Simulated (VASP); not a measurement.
Wanted: the native input for a VASP 6.6.1 run.

```
Task                   : single point
Functional             : PBE
Potentials or basis    : VASP PAW PBE potentials, release 64 (Mg)
Cutoff                 : 520 eV
k mesh                 : 12 × 12 × 12
Occupations            : gaussian, width 0.1 eV
Spin                   : no spin polarisation
Dipole correction      : no
Further INCAR settings : ALGO = Normal; EDIFF = 1e-06; NBANDS = 9
```

The structure of Mg lies in POSCAR:

```
Mg
1.0
    3.6711586697      0.0000000000      0.0000000000
    0.0000000000      3.6711586697      0.0000000000
    0.0000000000      0.0000000000      3.4780251303
Mg
2
Direct
    0.0000000000      0.0000000000      0.0000000000
    0.5000000000      0.5000000000      0.5000000000
```

This cell differs from its parent crystal: strain along c alone, the other axes held: +2.0 %.

The input as run:

INCAR

```
SYSTEM = Mg
PREC = Accurate
ENCUT = 520
EDIFF = 1E-6
ISMEAR = 0
SIGMA = 0.1
LREAL = .False.
LASPH = .True.
NELM = 100
ALGO = Normal
ISIF = 2
LWAVE = .False.
LCHARG = .False.
GGA = PE
NBANDS = 9
```

KPOINTS

```
regular mesh
0
Gamma
  12 12 12
  0 0 0
```

Potentials or basis: VASP PAW PBE potentials, release 64 (Mg).

The run is started by

```sh
$ cat potpaw_PBE.64/Mg/POTCAR > POTCAR
$ mpirun -np 1 vasp_std > vasp.out
```

It gave:

```json
{
 "Pressure": "-0.9 GPa",
 "Band gap on the k mesh": "zero (band 2 reaches 5.93 eV, above the bottom of band 3 at 1.37 eV)"
}
```

Caveat: the cell differs from its parent crystal (strain along c alone, the other axes held: +2.0 %).

It took 35 s on 1 thread of Intel(R) Xeon(R) Platinum 8259CL CPU @ 2.50GHz (Skylake/Cascade Lake) (shared host), peak memory 0.21 GiB.
